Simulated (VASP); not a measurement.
A run of VASP 6.6.1:

File INCAR:

```
SYSTEM = InSb3
PREC = Accurate ; ENCUT = 520
EDIFF = 1E-6 ; ISMEAR = 0
SIGMA = 0.15 ; LREAL = .FALSE.
LASPH = .TRUE. ; NELM = 80
ALGO = Normal ; ISIF = 2
LWAVE = .FALSE. ; LCHARG = .TRUE.
GGA = PS ; IVDW = 12
LELF = .TRUE. ; LVHAR = .TRUE.
NBANDS = 22
```

KPOINTS

```
regular mesh
0
G
  12 12 12
  0 0 0
```

The input POSCAR:

```
InSb3
1.0
    0.0000000000      3.5522044098      3.6620664019
    3.7719283940      0.0000000000      3.6620664019
    3.7719283940      3.5522044098      0.0000000000
In Sb
1 3
Direct
    0.0000000000      0.0000000000      0.0000000000
    0.2500000000      0.2500000000      0.2500000000
    0.7500000000      0.7500000000      0.7500000000
    0.5000000000      0.5000000000      0.5000000000
```

Potentials or basis: VASP PAW PBE potentials, release 64 (In_d, Sb).

Command:

```bash
$ cat potpaw_PBE.64/In_d/POTCAR potpaw_PBE.64/Sb/POTCAR > POTCAR
$ mpirun -np 1 vasp_std > vasp.out
```

Hardware: 1 thread of Intel(R) Xeon(R) 6975P-C (Granite Rapids) (shared host).

**Question.** How long does it take, and how much memory?

**Answer.** Run time: 4.2 min on 1 thread of Intel(R) Xeon(R) 6975P-C (Granite Rapids), on a shared host, peak memory 0.68 GiB. Counts: scf iterations 11, k points 280.
